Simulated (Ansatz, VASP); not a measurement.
# CdSiN2 in VASP and in Ansatz

INCAR

```
ALGO = Normal
EDIFF = 1E-6
ENCUT = 600
GGA_COMPAT = False
ISIF = 2
ISMEAR = 0
LASPH = True
LCHARG = False
LREAL = False
LWAVE = False
NBANDS = 25
NELM = 120
PREC = Accurate
SIGMA = 0.01
```

File KPOINTS:

```
k-points
0
Gamma
  8 8 6
```

The input POSCAR:

```
CdSiN2
1.0
    3.0339884445      0.0000000000      0.0000000000
    0.0000000000      3.0339884445      0.0000000000
    0.0000000000      0.0000000000      5.1102333224
Cd N Si
1 2 1
Direct
    0.0000000000      0.0000000000      0.0000000000
    0.0000000000      0.5000000000      0.3197391382
    0.5000000000      0.0000000000      0.6802608618
    0.5000000000      0.5000000000      0.5000000000
```

Input for Ansatz:

```yaml
crystal:
  lattice:
    - [3.0339884445, 0.0, 0.0]
    - [0.0, 3.0339884445, 0.0]
    - [0.0, 0.0, 5.1102333224]
  atoms:
    - { symbol: Cd, position: [0.0, 0.0, 0.0] }
    - { symbol: "N", position: [0.0, 0.5, 0.3197391382] }
    - { symbol: Si, position: [0.5, 0.5, 0.5] }
    - { symbol: "N", position: [0.5, 0.0, 0.6802608618] }
kpoints:
  mp_grid: { grid: [8, 8, 6] }
  band_path:
    path:
      - [0.0, 0.0, 0.0]
      - [0.0, 0.5, 0.0]
      - [0.5, 0.5, 0.0]
      - [0.0, 0.0, 0.5]
      - [0.0, 0.5, 0.5]
      - [0.5, 0.5, 0.5]
    npoints: 1
hamiltonian:
  xc: lda
scf:
  occupations: { method: fixed }
  n_extra_bands: 5
output:
  forces: true
  stress: true
  eigenvalues: true
```

Alike in both runs: task single point; functional LDA; k mesh 8 × 8 × 6; no spin polarisation.

|  | VASP | Ansatz |
| --- | --- | --- |
| version | VASP 6.6.1 | Ansatz 0.2.0 |
| potentials or method | VASP PAW LDA potentials, release 64 (Cd_sv_GW, N, Si) | plane waves, PAW |
| plane-wave cutoff (eV) | 600 | 420 |
| occupations | gaussian, width 0.01 eV | fixed |
| valence electrons in the cell | 34 | 34 |

Ansatz gave:

- gap on the k mesh at the Fermi level (eV): 1.16
- pressure (GPa): -5.7
- rms of the force components (eV/Å): 0.081

**Question.** Which values does VASP return?

**Answer.** gap on the k mesh at the Fermi level (eV): 1.18; pressure (GPa): -5.8; rms of the force components (eV/Å): 0.082.

LDA's correlation is that of Perdew and Zunger in VASP and of Perdew and Wang (1992) in Ansatz.
